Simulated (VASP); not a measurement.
A run of VASP 6.6.1 is set up as follows.

The input INCAR:

```
PREC     = Accurate       # precision mode
ENCUT    = 600            # plane-wave cutoff, eV
EDIFF    = 1E-6           # SCF threshold, eV
ISMEAR   = -1             # smearing method
SIGMA    = 0.08           # smearing width, eV
LREAL    = False          # projectors in reciprocal space
LASPH    = True           # aspherical terms in the spheres
NELM     = 120            # most SCF steps
ALGO     = Normal         # electronic algorithm
ISIF     = 2              # what is computed and relaxed
LWAVE    = False          # write WAVECAR
LCHARG   = False          # write CHGCAR
GGA      = PS             # functional
NBANDS   = 26             # bands
GGA_COMPAT= False
```

KPOINTS

```
regular mesh
0
Gamma
  11 11 11
```

Contents of POSCAR:

```
CrCuO2
1.0
    1.5798544948      0.9121294178      6.0571538443
   -1.5798544948      0.9121294178      6.0571538443
    0.0000000000     -1.8242588357      6.0571538443
Cr Cu O
1 1 2
Direct
    0.5000000000      0.5000000000      0.5000000000
    0.0000000000      0.0000000000      0.0000000000
    0.1079200000      0.1079200000      0.1079200000
    0.8920800000      0.8920800000      0.8920800000
```

Potentials or basis: VASP PAW PBE potentials, release 64 (Cr_pv, Cu, O).

Run with:

```sh
$ cat potpaw_PBE.64/Cr_pv/POTCAR potpaw_PBE.64/Cu/POTCAR potpaw_PBE.64/O/POTCAR > POTCAR
$ mpirun -np 1 vasp_std > vasp.out
```

What does it give for the band gap on the k mesh?

Zero (an odd number of electrons rules out a gap without spin polarisation).

Predict the largest force.

0.302 eV/Å.

Predict the pressure.

-29.4 GPa.

Stress tensor (GPa, compression positive):
```
-29.59   0.00   0.00
  0.00 -29.59   0.00
  0.00   0.00 -28.98
```

Caveat: the cell stands under tension; the PAW data sets were made with another functional, which shifts forces and pressure a little; an odd number of electrons without spin polarisation forces a metal; a magnetic or distorted state may lie lower; the run has no spin polarisation, though such a crystal can be magnetic; semilocal functionals often make such compounds metallic where correlation or magnetic order opens a gap, which also shifts bond lengths. With open d or f shells a metallic result of PBEsol can be an artefact of self-interaction; +U or a hybrid may open a gap.
